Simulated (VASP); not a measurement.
Write the native input for VASP 6.6.1 that does the following.

| Quantity | Value |
| --- | --- |
| Task | single point |
| Functional | PBE |
| Dispersion | D3(BJ) |
| Potentials or basis | VASP PAW PBE potentials, release 64 (As) |
| Cutoff | 520 eV |
| k mesh | 9 × 9 × 1 |
| Occupations | gaussian, width 0.02 eV |
| Spin | no spin polarisation |
| Dipole correction | yes |
| Further INCAR settings | ALGO = Normal; EDIFF = 1e-07; NBANDS = 12 |

The structure of As lies in POSCAR:

```
As
1.0
    3.6350000000      0.0000000000      0.0000000000
   -1.8175000000      3.1480023428      0.0000000000
    0.0000000000      0.0000000000     28.5742413766
As
2
Direct
    0.3333333333      0.6666666667      0.4738050788
    0.6666666667      0.3333333333      0.5261949212
```

These files were run (other wordings do the same):

INCAR

```
PREC = Accurate ; ENCUT = 520
EDIFF = 1E-7 ; ISMEAR = 0
SIGMA = 0.02 ; LREAL = False
LASPH = True ; NELM = 60
ALGO = Normal ; ISIF = 2
LWAVE = False ; LCHARG = True
LDIPOL = True ; IDIPOL = 3
DIPOL = 0.5 0.5 0.500 ; GGA = PE
IVDW = 12 ; LELF = True
LVHAR = True ; LVACPOTAV = True
NBANDS = 12
```

KPOINTS

```
regular mesh
0
Gamma
  9 9 1
```

Potentials or basis: VASP PAW PBE potentials, release 64 (As).

The run is started by

```sh
$ cat potpaw_PBE.64/As/POTCAR > POTCAR
$ mpirun -np 1 vasp_std > vasp.out
```

It gave:

```json
{
  "Largest force": "1.294 eV/Å",
  "Band gap on the k mesh": "1.24 eV, indirect (least direct gap 1.72 eV)",
  "Dispersion energy per atom": "-0.203 eV",
  "Ionisation potential of the upper face": "4.91 eV"
}
```

Run time: 2.1 min on 1 thread of Intel(R) Xeon(R) Platinum 8259CL CPU @ 2.50GHz (Skylake/Cascade Lake), with other jobs on the host, peak memory 0.41 GiB.
